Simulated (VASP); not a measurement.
Runs of VASP 6.6.1 on GeBr4. The structure is that of space group P4/mmm (No. 123), or close to it. The cells are those of the table. 

```tsv
cell	k mesh	gap on the mesh (eV)	largest force (eV/Å)	work function (eV)
a = 5.314, b = 5.314, c = 33.837 Å, 5 atoms	8 × 8 × 1	none	0.01	(a)
a = 5.322, b = 5.322, c = 33.837 Å, 5 atoms	8 × 8 × 1	none	-	-
a = 5.314, b = 5.314, c = 33.837 Å, 5 atoms	4 × 4 × 1	none	0.01	6.43
a = 5.315, b = 5.315, c = 20.000 Å, 5 atoms	4 × 4 × 1	none	0.84	-
```

Alike in all rows: task single point; level PBE; potentials or basis VASP PAW PBE potentials, release 64 (Ge_d, Br); no spin polarisation; cutoff (eV) 520; smearing gaussian 0.1 eV.

Problem. Estimate the missing entries.

Solution. (a) 6.42.

A k mesh can miss the band edges, and the runs leave out spin-orbit coupling on Br, Ge.

A gap of «none» marks levels without a gap at the run's occupations.
